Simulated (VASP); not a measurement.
Wanted: the native input for a VASP 6.6.1 run.

```yaml
Task: single point
Functional: PBE
Potentials_or_basis: VASP PAW PBE potentials, release 64 (Ta_pv)
Cutoff: 520 eV
k_mesh: 11 × 11 × 5
Occupations: fermi-dirac, width 0.05 eV
Spin: no spin polarisation
Dipole_correction: no
Further_INCAR_settings: ALGO = Fast; EDIFF = 1e-06; NBANDS = 18
```

The structure of Ta lies in POSCAR:

```
Ta
1.0
    2.8531990376     -0.2627764197      0.0000208403
   -1.6541705793      2.8651191720     -0.0000004992
    0.0000371217      0.0000204054      4.6728555930
Ta
2
Direct
    0.5000001497      0.2499999247      0.7500001430
    0.4999998503      0.7500000753      0.2499998570
```

The input as run:

INCAR

```
SYSTEM = Ta
PREC = Accurate
ENCUT = 520
EDIFF = 1E-6
ISMEAR = -1
SIGMA = 0.05
LREAL = .FALSE.
LASPH = .TRUE.
NELM = 100
ALGO = Fast
ISIF = 2
LWAVE = .FALSE.
LCHARG = .FALSE.
GGA = PE
NBANDS = 18
```

KPOINTS

```
regular mesh
0
G
  11 11 5
  0 0 0
```

Potentials or basis: VASP PAW PBE potentials, release 64 (Ta_pv).

Command:

```console
$ cat potpaw_PBE.64/Ta_pv/POTCAR > POTCAR
$ mpirun -np 1 vasp_std > vasp.out
```

It gave:

The pressure is 2.1 GPa and the band gap on the k mesh is zero (bands 11 and 12 overlap by 2.25 eV).

Caveat: spin-orbit coupling is left out, which moves the levels of the heavy elements.

It took 2.3 min on 1 thread of Intel Xeon 8259CL, with other jobs on the host, peak memory 0.23 GiB.
